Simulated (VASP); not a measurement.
PbAu2, 6 atoms in the cell. It takes space group Fd-3m (No. 227, cubic). Conventional cell: a = 7.956 Å, b = 7.956 Å, c = 7.956 Å, α = 90.00°, β = 90.00°, γ = 90.00°. Pb (site symmetry -43m) has 12 Au at 3.30 Å and 4 Pb at 3.45 Å within 4.3 Å. Within 3.7 Å of Au (site symmetry -3m) lie 6 Au at 2.81 Å and 6 Pb at 3.30 Å. 

* Program: VASP 6.6.1
* Task: single point
* Functional: PBEsol
* Potentials or basis: VASP PAW PBE potentials, release 64 (Pb_d, Au)
* Cutoff: 520 eV
* k mesh: 5 × 5 × 5
* Occupations: fermi-dirac, width 0.05 eV
* Spin: no spin polarisation
* Dipole correction: no
* Further INCAR settings: ALGO = Normal; EDIFF = 1e-07; NBANDS = 45

Potentials or basis: VASP PAW PBE potentials, release 64 (Pb_d, Au).

Launch:

```sh
$ cat potpaw_PBE.64/Pb_d/POTCAR potpaw_PBE.64/Au/POTCAR > POTCAR
$ mpirun -np 1 vasp_std > vasp.out
```

Hardware: 1 thread of Intel(R) Xeon(R) Platinum 8375C CPU @ 2.90GHz (Ice Lake), with other jobs on the host.

Q: Estimate the wall time of this run.

A: Wall time 58 s on 1 thread of Intel(R) Xeon(R) Platinum 8375C CPU @ 2.90GHz (Ice Lake), on a shared host, peak memory 0.27 GiB. Counts: scf iterations 13, k points 10.
